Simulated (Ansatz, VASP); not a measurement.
# Ti in VASP and in Ansatz

File INCAR:

```
  ALGO = Normal
  EDIFF = 1E-7
  ENCUT = 520
  ISIF = 2
  ISMEAR = 0
  LASPH = True
  LCHARG = True
  LELF = True
  LREAL = False
  LVHAR = True
  LWAVE = False
  NBANDS = 12
  NELM = 80
  PREC = Accurate
  SIGMA = 0.15
```

The input KPOINTS:

```
k-points
0
Gamma
  20 20 20
```

Contents of POSCAR:

```
Ti
1.0
    0.0000000000      2.0355433753      2.0005340298
    2.0355433753      0.0000000000      2.0005340298
    2.0355433753      2.0355433753      0.0000000000
Ti
1
Direct
    0.0000000000      0.0000000000      0.0000000000
```

Input for Ansatz:

```yaml
crystal:
  lattice:
    - [0.0, 2.0355433753, 2.0005340298]
    - [2.0355433753, 0.0, 2.0005340298]
    - [2.0355433753, 2.0355433753, 0.0]
  atoms:
    - { symbol: Ti, position: [0.0, 0.0, 0.0] }
basis:
  ecutwfc: 520.0
kpoints:
  mp_grid: { grid: [20, 20, 20] }
hamiltonian:
  xc: lda
  pseudopotentials: { kind: paw, azcp: { folder: soft_1 } }
scf:
  occupations: { method: gaussian, width: 0.15 }
output:
  forces: true
  stress: true
  eigenvalues: true
  write_density: true
  write_potential: true
  elf: true
  volumetric_format: npy
```

Change from the starting cell: normal strain along x +0.0175, normal strain along y +0.0175.

Alike in both runs: task single point; functional LDA; k mesh 20 × 20 × 20; occupations gaussian, width 0.15 eV; no spin polarisation.

```csv
,VASP,Ansatz
version,VASP 6.6.1,Ansatz 0.2.0
potentials or method,"VASP PAW LDA potentials, release 64 (Ti_sv), cutoff 520 eV","scalar-relativistic, plane waves, PAW"
valence electrons in the cell,12,12
```

```csv
,VASP,Ansatz,Ansatz less VASP
gap on the k mesh at the Fermi level (eV),none,none,-
pressure (GPa),-4.0,-3.9,+0.13
"traceless stress, the component that is largest in VASP (GPa)",0.40,0.39,-0.003
```

Ansatz warns that its potentials were made for another functional, while VASP's fit it. LDA's correlation is that of Perdew and Zunger in VASP and of Perdew and Wang (1992) in Ansatz. A gap of «none» marks a metal or a gap that the smearing closes.
